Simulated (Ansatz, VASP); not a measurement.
## HF: VASP beside Ansatz

```
H F
1.0
     0.00000    2.15839    2.37626
     2.03701    0.00000    2.37626
     2.03701    2.15839    0.00000
H F
1 1
Cartesian
  0.0000 0.0000 0.0000
  2.0370 2.1584 2.3763
```

Alike in both runs: task single point; functional PBEsol; k mesh 14 × 14 × 14; occupations gaussian, width 0.02 eV; no spin polarisation.

|  | VASP | Ansatz |
| --- | --- | --- |
| version | VASP 6.6.1 | Ansatz 0.2.0 |
| potentials or method | VASP PAW PBE potentials, release 64 (H, F), cutoff 520 eV | scalar-relativistic, plane waves, PAW |
| valence electrons in the cell | 8 | 8 |

```tsv
	VASP	Ansatz	Ansatz less VASP
gap on the k mesh at the Fermi level (eV)	0.57	0.58	+0.011
least direct gap on the mesh (eV)	0.57	0.58	+0.011
pressure (GPa)	-24.3	-24.0	+0.35
traceless stress, the component that is largest in VASP (GPa)	10.32	10.39	+0.073
```

VASP's potentials were made for PBE, not for PBEsol. The functional is the same, so the differences come from potentials, cutoffs and numerics.
